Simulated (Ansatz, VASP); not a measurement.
TaSi2 in VASP and in Ansatz

```xyz
9
Lattice="5.2337 0.1890 0.1419 0.2005 5.1109 -0.2240 0.1450 -0.2144 5.1631" Properties=species:S:1:pos:R:3 pbc="T T T"
Ta    3.5743    0.5145    1.0859
Ta    4.9922    1.7524    3.6700
Ta    2.3142    2.9766    2.3074
Si    1.4361    1.7482    0.1381
Si    3.0513    3.4929   -0.3643
Si    5.5361    4.3237    4.0181
Si    2.7585    0.3046    3.6001
Si    1.0851    5.1016    1.5229
Si    4.8811    3.1398    1.4097
```

Alike in both runs: functional PBE; k mesh 3 × 3 × 3; occupations gaussian, width 0.1 eV; no spin polarisation.

Ansatz relaxed the structure, and its values are those at the end. VASP's run is a single point on that final structure, the one shown.

|  | VASP | Ansatz |
| --- | --- | --- |
| version | VASP 6.6.1 | Ansatz 0.2.0 |
| potentials or method | VASP PAW PBE potentials, release 64 (Ta_pv, Si), cutoff 520 eV | scalar-relativistic, plane waves, PAW |
| valence electrons in the cell | 57 | 63 |

VASP gave:

* gap on the k mesh at the Fermi level (eV): none
* rms of the force components (eV/Å): 0.015

Question: Estimate Ansatz's values.

Answer: gap on the k mesh at the Fermi level (eV): none; rms of the force components (eV/Å): 0.016.

A gap of «none» marks a metal or a gap that the smearing closes. The functional is the same, so the differences come from potentials, cutoffs and numerics. VASP's potentials hold 57 valence electrons a cell and Ansatz's 63, so a difference there can come from the potentials and not from the codes.

The k mesh is coarse, so the values compare programs but aren't converged. Spin-orbit coupling is off throughout.
